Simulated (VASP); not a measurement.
# HfSiF (P6_3mc) in VASP: a series of runs

Runs on HfSiF. Level: PBE. Tasks: single point, relaxation of cell and atoms.

Everything below comes from runs of VASP 6.6.1. Logs are shortened: lines on timing, memory, paths and dates and some standing lists are left out, and cuts for length are marked.

## Step 1: The cell of the first run

The structure is hexagonal, space group P6_3mc (No. 186). The conventional cell has a = 3.711 Å, b = 3.711 Å, c = 8.192 Å, α = 90.00°, β = 90.00°, γ = 120.00°. Within 2.9 Å of Hf (site symmetry 3m) lie 3 F at 2.22 Å. Within 3.4 Å of Si (site symmetry 3m) lie 4 F at 2.58 to 2.62 Å and 6 Hf at 2.93 to 3.00 Å. Within 2.9 Å of F (site symmetry 3m) lie 3 Hf at 2.22 Å and 4 Si at 2.58 to 2.62 Å.

## Step 2: Single point, PBE

File INCAR:

```
SYSTEM = HfSiF
PREC = Accurate
ENCUT = 520
EDIFF = 1E-7
ISMEAR = 0
SIGMA = 0.1
LREAL = .False.
LASPH = .True.
NELM = 100
ALGO = Normal
ISIF = 2
LWAVE = .False.
LCHARG = .True.
GGA = PE
LELF = .True.
LVHAR = .True.
NBANDS = 30
```

File KPOINTS:

```
regular mesh
0
Gamma
  6 6 4
  0 0 0
```

File POSCAR:

```
HfSiF
1.0
    3.7107798350      0.0000000027      0.0000000000
   -1.8553899198      3.2136296036      0.0000000000
    0.0000000000      0.0000000000      8.1915119571
Hf Si F
2 2 2
Direct
    0.0000000000      0.0000000000      0.5720777275
    0.0000000000      0.0000000000      1.0720777275
    0.6666666667      0.3333333333      0.8286123163
    0.3333333333      0.6666666667      0.3286123163
    0.3333333333      0.6666666667      0.6440899762
    0.6666666667      0.3333333333      0.1440899762
```

Potentials or basis: VASP PAW PBE potentials, release 64 (Hf_pv, Si, F).

The run is started by

```console
> cat potpaw_PBE.64/Hf_pv/POTCAR potpaw_PBE.64/Si/POTCAR potpaw_PBE.64/F/POTCAR > POTCAR
> mpirun -np 1 vasp_std > vasp.out
```

OUTCAR:

```text
SYSTEM = HfSiF
   PREC = Accurate
   ENCUT = 520
   EDIFF = 1E-7
   ISMEAR = 0
   LREAL = .False.
   LASPH = .True.
   NELM = 100
   ISIF = 2
   GGA = PE

 ion  position               nearest neighbor table
   1  0.000  0.000  0.572-   5 2.22   5 2.22   5 2.22   4 2.93   4 2.93   4 2.93   3 3.00   3 3.00
                             3 3.00
   2  0.000  0.000  0.072-   6 2.22   6 2.22   6 2.22   3 2.93   3 2.93   3 2.93   4 3.00   4 3.00
                             4 3.00
   3  0.667  0.333  0.829-   2 2.93   2 2.93   2 2.93   1 3.00   1 3.00   1 3.00
   4  0.333  0.667  0.329-   1 2.93   1 2.93   1 2.93   2 3.00   2 3.00   2 3.00
   5  0.333  0.667  0.644-   1 2.22   1 2.22   1 2.22
   6  0.667  0.333  0.144-   2 2.22   2 2.22   2 2.22

  LATTYP: Found a hexagonal cell.
 ALAT       =     3.7107798350
 C/A-ratio  =     2.2074906950

  Lattice vectors:

 A1 = (   3.7107798350,   0.0000000027,   0.0000000000)
 A2 = (  -1.8553899198,   3.2136296036,   0.0000000000)
 A3 = (   0.0000000000,   0.0000000000,   8.1915119571)

Analysis of symmetry for initial positions (statically):
=====================================================================
 Subroutine PRICEL returns:
 Original cell was already a primitive cell.

 Routine SETGRP: Setting up the symmetry group for a
 hexagonal supercell.

 Subroutine GETGRP returns: Found 12 space group operations
 (whereof  6 operations were pure point group operations)
 out of a pool of 24 trial point group operations.

The static configuration has the point symmetry C_3v.
 The point group associated with its full space group is C_6v.

Analysis of symmetry for dynamics (positions and initial velocities):
=====================================================================
 Subroutine PRICEL returns:
 Original cell was already a primitive cell.

 Routine SETGRP: Setting up the symmetry group for a
 hexagonal supercell.

 Subroutine GETGRP returns: Found 12 space group operations
 (whereof  6 operations were pure point group operations)
 out of a pool of 24 trial point group operations.

The dynamic configuration has the point symmetry C_3v.
 The point group associated with its full space group is C_6v.

 Subroutine INISYM returns: Found 12 space group operations
 (whereof  6 operations are pure point group operations),
 and found     1 'primitive' translations

[... 97 lines left out ...]
   NELM   =    100;   NELMIN=  2; NELMDL= -5     # of ELM steps
   EDIFF  = 0.1E-06   stopping-criterion for ELM
   LREAL  =      F    real-space projection
   EDIFFG = 0.1E-05   stopping-criterion for IOM
   NSW    =      0    number of steps for IOM
   IBRION =     -1    ionic relax: 0-MD 1-quasi-New 2-CG
   NFREE  =      0    steps in history (QN), initial steepest desc. (CG)
   ISIF   =      2    stress and relaxation
   ISYM   =      2    0-nonsym 1-usesym 2-fastsym
   POTIM  = 0.5000    time-step for ionic-motion
   TEBEG  =    0.0;   TEEND  =   0.0 temperature during run
   PSTRESS=    0.0 pullay stress
   NELECT =      42.0000    total number of electrons
   NUPDOWN=      -1.0000    fix difference up-down
   EMIN   =  10.00;   EMAX   =-10.00  energy-range for DOS
   EFERMI =   0.00;   METHOD = LEGACY
   ISMEAR =     0;   SIGMA  =   0.10  broadening in eV -4-tet -1-fermi 0-gaus
   EFERMI_NEDOS =   21; number of points for ismear=-14 and -15
   IALGO  =     38    algorithm
   IMIX   =      4    mixing-type and parameters
     AMIX     =   0.40;   BMIX     =  1.00
     AMIX_MAG =   1.60;   BMIX_MAG =  1.00
  volume/ion in A,a.u.               =      16.28       109.87
  Fermi-wavevector in a.u.,A,eV,Ry     =   1.235614  2.334972 20.772593  1.526743
  Thomas-Fermi vector in A             =   2.370256
   LORBIT       =      0    0 simple, 1 ext, 2 COOP (PROOUT), +10 PAW based schemes
   GGA     = PE    functional components
   LHFCALC =     F    Hartree Fock is set to
   AEXX    =    0.0000 exact exchange contribution
   IVDW    =     0    specifies the selected vdW correction
   LEPSILON=     F    determine dielectric tensor
   LRPA    =     F    only Hartree local field effects (RPA)
 non-spin polarized calculation
 Gauss-broadening in eV      SIGMA  =   0.10
  energy-cutoff  :      520.00
  volume of cell :       97.68
 maximum number of plane-waves:      2646
 NGX is ok and might be reduce to    28
   NGX = 13   NGY = 13   NGZ = 31

 number of electron      41.9999986 magnetization

 Free energy of the ion-electron system (eV)
  ---------------------------------------------------
  ext. energy  EPLUGINS =         0.00000000
  ---------------------------------------------------
  free energy    TOTEN  =       -39.44476558 eV

  energy without entropy =      -39.43399855  energy(sigma->0) =      -39.43938207

 E-fermi :   5.4878     XC(G=0): -10.7986

 val. band max:        5.4581076302   @ k =   0.1667  -0.0000   0.2500
 cond. band min:       5.5675951558   @ k =   0.5000  -0.0000   0.5000
 fundamental gap:      0.1094875256
 Fermi energy:         5.4877747882

 k-point     1 :       0.0000    0.0000    0.0000
  band No.  band energies     occupation
      1     -26.0154      2.00000
      2     -26.0154      2.00000
      3     -26.0133      2.00000
      4     -26.0133      2.00000
      5     -25.9331      2.00000
      6     -25.9012      2.00000
[... 682 lines left out ...]
     29       9.5272      0.00000
     30       9.5272      0.00000

------------------------ aborting loop because EDIFF is reached ----------------------------------------

  FORCE on cell =-STRESS in cart. coord.  units (eV):
  Direction    XX          YY          ZZ          XY          YZ          ZX
  --------------------------------------------------------------------------------------
  -------------------------------------------------------------------------------------
  Total       -0.8285792     -0.8285792     -0.1674011     -0.0000000      0.0000000      0.0000000
  in kB      -13.5900019    -13.5900019     -2.7456419     -0.0000000      0.0000000      0.0000000
  external PRESSURE =      -9.9752153 kB  Pullay stress =       0.0000000 kB

 VOLUME and BASIS-vectors are now :
 -----------------------------------------------------------------------------
  energy-cutoff  :      520.00
  volume of cell :       97.68
      direct lattice vectors                 reciprocal lattice vectors
     3.710779835  0.000000003  0.000000000     0.269485134  0.155587315  0.000000000
    -1.855389920  3.213629604  0.000000000    -0.000000000  0.311174629  0.000000000
     0.000000000  0.000000000  8.191511957     0.000000000  0.000000000  0.122077585

 POSITION                                       TOTAL-FORCE (eV/Angst)
 -----------------------------------------------------------------------------------
      0.00000      0.00000      4.68618        -0.000000     -0.000000      0.095754
      0.00000      0.00000      0.59043        -0.000000     -0.000000      0.095754
      1.85539      1.07121      6.78759        -0.000000     -0.000000     -0.011697
     -0.00000      2.14242      2.69183        -0.000000     -0.000000     -0.011697
     -0.00000      2.14242      5.27607        -0.000000     -0.000000     -0.084057
      1.85539      1.07121      1.18031         0.000000      0.000000     -0.084057
 -----------------------------------------------------------------------------------
    total drift:                                0.000000      0.000000     -0.001114

  FREE ENERGIE OF THE ION-ELECTRON SYSTEM (eV)
  ---------------------------------------------------
  free  energy   TOTEN  =       -39.4447655833 eV

  energy  without entropy=      -39.4339985476  energy(sigma->0) =      -39.43938207
```

OSZICAR:

```text
N       E                     dE             d eps       ncg     rms          rms(c)
DAV:   1     0.201706113531E+03    0.20171E+03   -0.21792E+04  1260   0.131E+03
[... 12 lines left out ...]
DAV:  14    -0.394448758179E+02    0.45680E-03   -0.10156E-03  1492   0.165E-01    0.332E-01
DAV:  15    -0.394447824635E+02    0.93354E-04   -0.22036E-04  1510   0.750E-02    0.110E-01
DAV:  16    -0.394447824115E+02    0.52034E-07   -0.23148E-04  1498   0.882E-02    0.112E-01
DAV:  17    -0.394447650964E+02    0.17315E-04   -0.92085E-05  1476   0.597E-02    0.192E-02
DAV:  18    -0.394447658350E+02   -0.73866E-06   -0.82616E-06  1470   0.136E-02    0.120E-02
DAV:  19    -0.394447656488E+02    0.18620E-06   -0.14862E-07  1050   0.206E-03    0.103E-02
DAV:  20    -0.394447655833E+02    0.65519E-07   -0.20622E-07   956   0.262E-03
   1 F= -.39444766E+02 E0= -.39439382E+02  d E =-.107670E-01
```

stdout:

```text
POSCAR found type information on POSCAR HfSiF
 POSCAR found :  3 types and       6 ions
 scaLAPACK will be used
 LDA part: xc-table for (Slater+PW92), standard interpolation
 POSCAR, INCAR and KPOINTS ok, starting setup
 FFT: planning ... GRIDC
 FFT: planning ... GRID_SOFT
 FFT: planning ... GRID
 WAVECAR not read
 entering main loop
```

It took 75 s on 1 thread of AMD EPYC 7R43 (Zen 3), shared host; peak memory 0.2 GiB.

Results:

* Free energy: -39.4448 eV
* Pressure: -1.0 GPa
* Largest force: 0.096 eV/Å
* Band gap on the k mesh: zero (band 21 reaches 6.71 eV, above the bottom of band 22 at 4.61 eV)

Forces on the atoms (eV/Å):
```
Hf   0.000  0.000  0.096
Hf   0.000  0.000  0.096
Si   0.000  0.000 -0.012
Si   0.000  0.000 -0.012
F    0.000  0.000 -0.084
F    0.000  0.000 -0.084
```

Levels at points of the mesh, in eV from the Fermi level:
| k point | band 18 | band 19 | band 20 | band 21 | band 22 | band 23 | band 24 | band 25 |
| --- | --- | --- | --- | --- | --- | --- | --- | --- |
| (0.00, 0.00, 0.00) | 0.09 | 0.09 | 0.19 | 1.22 | 1.53 | 1.53 | 2.65 | 2.79 |
| (0.50, 0.00, 0.00) | -2.11 | -0.94 | -0.67 | -0.49 | 1.16 | 1.21 | 1.31 | 2.16 |
| (0.00, 0.00, 0.50) | -1.41 | 0.60 | 0.60 | 0.60 | 0.60 | 1.89 | 1.89 | 3.39 |
| (0.50, 0.00, 0.50) | -2.61 | -0.70 | -0.70 | 0.08 | 0.08 | 0.91 | 0.91 | 3.41 |

Caveat: spin-orbit coupling is left out, which moves the levels of the heavy elements.

## Step 3: Relaxation of cell and atoms, PBE

This run uses another cell than the first one, of 14.68 Å³/atom, 0.901 times its volume.

File INCAR:

```
SYSTEM = HfSiF
PREC     = Accurate       ! precision mode
ENCUT    = 600            ! plane-wave cutoff, eV
EDIFF    = 1E-7           ! SCF threshold, eV
ISMEAR   = 0              ! smearing method
SIGMA    = 0.1            ! smearing width, eV
LREAL    = .FALSE.        ! projectors in reciprocal space
LASPH    = .TRUE.         ! aspherical terms in the spheres
NELM     = 100            ! most SCF steps
ALGO     = Normal         ! electronic algorithm
ISIF     = 3              ! what is computed and relaxed
LWAVE    = .FALSE.        ! write WAVECAR
LCHARG   = .FALSE.        ! write CHGCAR
GGA      = PE             ! functional
IBRION   = 2              ! ionic algorithm
NSW      = 90             ! ionic steps
EDIFFG   = -0.04          ! ionic threshold
```

File KPOINTS:

```
regular mesh
0
G
  6 6 4
  0 0 0
```

File POSCAR:

```
HfSiF
1.0
    3.9589590700      0.0000000000      0.0000000000
   -1.9794795400      3.4285591300      0.0000000000
    0.0000000000      0.0000000000      6.4869598200
Hf Si F
2 2 2
Direct
    0.0000000000      0.0000000000      0.4977640500
    0.0000000000      0.0000000000      0.9977640500
    0.6666666700      0.3333333300      0.8227249400
    0.3333333300      0.6666666700      0.3227249400
    0.3333333300      0.6666666700      0.7242910300
    0.6666666700      0.3333333300      0.2242910300
```

Potentials or basis: VASP PAW PBE potentials, release 64 (Hf_pv, Si, F).

The run is started by

```console
> cat potpaw_PBE.64/Hf_pv/POTCAR potpaw_PBE.64/Si/POTCAR potpaw_PBE.64/F/POTCAR > POTCAR
> mpirun -np 1 vasp_std > vasp.out
```

Run time: 30 min. Hardware: 1 thread of AMD EPYC 7R43 (Zen 3), shared host; peak memory 0.23 GiB.

Results (log left out):

* Free energy: -39.3966 eV
* Relaxed volume: 16.03 Å³/atom
* Relaxed cell: a = 3.707 Å, b = 3.707 Å, c = 8.082 Å, α = 90.00°, β = 90.00°, γ = 120.00°
* Space group after relaxing (to 0.05 Å): P6_3mc (No. 186)
* Energy gained by relaxing: 567.3 meV/atom
* Ionic steps: 29
* Pressure after relaxing: 0.1 GPa
* Largest force after relaxing: 0.032 eV/Å
* Band gap on the k mesh: zero (band 21 reaches 6.95 eV, above the bottom of band 22 at 4.74 eV)

Forces on the atoms (eV/Å):
```
Hf   0.000  0.000  0.024
Hf   0.000  0.000  0.024
Si   0.000  0.000 -0.032
Si   0.000  0.000 -0.032
F    0.000  0.000  0.007
F    0.000  0.000  0.007
```

Stress tensor (GPa, compression positive):
```
0.07 0.00 0.00
0.00 0.07 0.00
0.00 0.00 0.16
```

The path:
| step | energy change (eV) | largest force (eV/Å) | pressure (GPa) | volume (Å³) |
| --- | --- | --- | --- | --- |
| 1 | 0.0000 | 3.0093 | 14.91 | 88.05 |
| 2 | -1.1794 | 1.2179 | -9.98 | 106.58 |
| 3 | -1.2441 | 1.5006 | -6.56 | 102.39 |
| 4 | -1.8863 | 0.9308 | -3.68 | 97.33 |
| 5 | -2.0621 | 0.2494 | 0.54 | 93.65 |
| 6 | -2.1106 | 0.3412 | 0.27 | 94.02 |
| 7 | -2.1258 | 0.4988 | 0.12 | 94.35 |
| 8 | -2.1786 | 0.5050 | -0.41 | 94.83 |
| 9 | -2.3573 | 0.7849 | -1.81 | 96.22 |
| 10 | -2.9831 | 0.9292 | -4.32 | 98.72 |
| 11 | -1.9123 | 2.6722 | -0.57 | 102.59 |
| 12 | -3.1784 | 0.7663 | -4.45 | 99.66 |
| 13 | -3.1837 | 0.7177 | -4.44 | 99.84 |
| 14 | -3.2000 | 0.6957 | -4.13 | 99.67 |
| 15 | -3.2181 | 0.8080 | -3.34 | 99.28 |
| 16 | -3.2367 | 0.7807 | -3.01 | 98.91 |
| 17 | -3.2853 | 0.6871 | -1.95 | 97.80 |
| 18 | -3.3452 | 0.4283 | 0.44 | 95.60 |
| 19 | -3.2777 | 0.3220 | 6.40 | 91.29 |
| 20 | -3.3534 | 0.2762 | 1.71 | 94.56 |
| 21 | -3.3652 | 0.1698 | 1.21 | 94.97 |
| 22 | -3.3791 | 0.1253 | -0.08 | 96.11 |
| 23 | -3.3818 | 0.1256 | -0.08 | 96.13 |
| 24 | -3.3894 | 0.1255 | -0.10 | 96.18 |
| 25 | -3.4004 | 0.1209 | -0.08 | 96.27 |
| 26 | -3.3889 | 0.1115 | -0.04 | 96.37 |
| 27 | -3.4028 | 0.1105 | -0.08 | 96.31 |
| 28 | -3.4029 | 0.1093 | -0.08 | 96.31 |
| 29 | -3.4040 | 0.0316 | 0.10 | 96.16 |

Final structure:
```
Hf Si F
1.0
     3.70670    0.00000    0.00000
    -1.85335    3.21010    0.00000
     0.00000    0.00000    8.08162
Hf Si F
2 2 2
Direct
  0.00000 0.00000 0.57281
  0.00000 0.00000 0.07281
  0.66667 0.33333 0.82806
  0.33333 0.66667 0.32806
  0.33333 0.66667 0.64391
  0.66667 0.33333 0.14391
```

Levels at points of the mesh, in eV from the Fermi level:
```csv
k point,band 19,band 20,band 21,band 22,band 23,band 24
"(0.00, 0.00, 0.00)",0.06,0.20,1.36,1.60,1.60,2.80
"(0.50, 0.00, 0.00)",-0.90,-0.66,-0.54,1.26,1.29,1.36
"(0.00, 0.00, 0.50)",0.59,0.59,0.59,0.59,1.99,1.99
"(0.50, 0.00, 0.50)",-0.68,-0.68,0.06,0.06,1.01,1.01
```

Caveat: spin-orbit coupling is left out, which moves the levels of the heavy elements.
